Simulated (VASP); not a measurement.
A run of VASP 6.6.1:

File INCAR:

```
SYSTEM = Al16As15
  PREC = Accurate
  ENCUT = 520
  EDIFF = 1E-7
  ISMEAR = 0
  SIGMA = 0.01
  LREAL = Auto
  LASPH = .TRUE.
  NELM = 100
  ALGO = Fast
  ISIF = 2
  LWAVE = .FALSE.
  LCHARG = .FALSE.
  GGA = PE
  IBRION = 2
  NSW = 65
  EDIFFG = -0.025
  NELECT = 124.0
```

File KPOINTS:

```
Automatic mesh
0
Gamma
  2 2 2
  0.5 0.5 0.5
```

The input POSCAR:

```
Al16As15
1.0
   -5.7279123634      5.7279123634      5.7279123634
    5.7279123634     -5.7279123634      5.7279123634
    5.7279123634      5.7279123634     -5.7279123634
Al As
16 15
Direct
    0.5223339312      0.0000000000      0.5000000000
    0.5020128770      0.2529320459      0.2520128770
    0.4970679541      0.4990808311     -0.0009191689
    0.7500000000      0.7723339312      0.5000000000
    0.5020128770      0.7520128770      0.7529320459
    0.7500000000      0.0000000000      0.2723339312
    0.7500000000      0.2479871230      0.0009191689
   -0.0020128770      0.5009191689      0.5000000000
    0.7500000000      0.5009191689      0.7479871230
    0.0029320459      0.7520128770      0.2520128770
   -0.0020128770      0.0000000000      0.0009191689
    0.2509191689      0.2479871230      0.5000000000
   -0.0223339312      0.2276660688      0.7276660688
    0.2490808311      0.4990808311      0.2470679541
    0.2490808311      0.7470679541     -0.0009191689
    0.2509191689      0.0000000000      0.7479871230
    0.7500000000      0.2463206477      0.2530994403
    0.7500000000      0.5000000000      0.0000000000
   -0.0036793523      0.7530994403      0.5000000000
    0.7500000000      0.7530994403      0.7463206477
   -0.0036793523      0.0000000000      0.2530994403
   -0.0030994403      0.2469005597     -0.0067787927
    0.2500000000      0.5000000000      0.5000000000
   -0.0030994403      0.4932212073      0.7469005597
    0.2567787927      0.7536793523      0.2536793523
    0.2500000000      0.0000000000      0.0000000000
    0.5030994403      0.2463206477      0.5000000000
    0.2432212073      0.2469005597      0.7469005597
    0.5036793523      0.5067787927      0.2536793523
    0.5036793523      0.7536793523      0.0067787927
    0.5030994403      0.0000000000      0.7463206477
```

Potentials or basis: VASP PAW PBE potentials, release 64 (Al, As).

Run with:

```sh
$ cat potpaw_PBE.64/Al/POTCAR potpaw_PBE.64/As/POTCAR > POTCAR
$ mpirun -np 1 vasp_std > vasp.out
```

Hardware: 1 thread of Oxide Virtual Turin-like Processor, on a shared host.

Question: Estimate the wall time of this run.

Answer: Wall time 22 min on 1 thread of Oxide Virtual Turin-like Processor (shared host), peak memory 1.1 GiB. Counts: scf iterations 88, k points 2, ion steps 9.
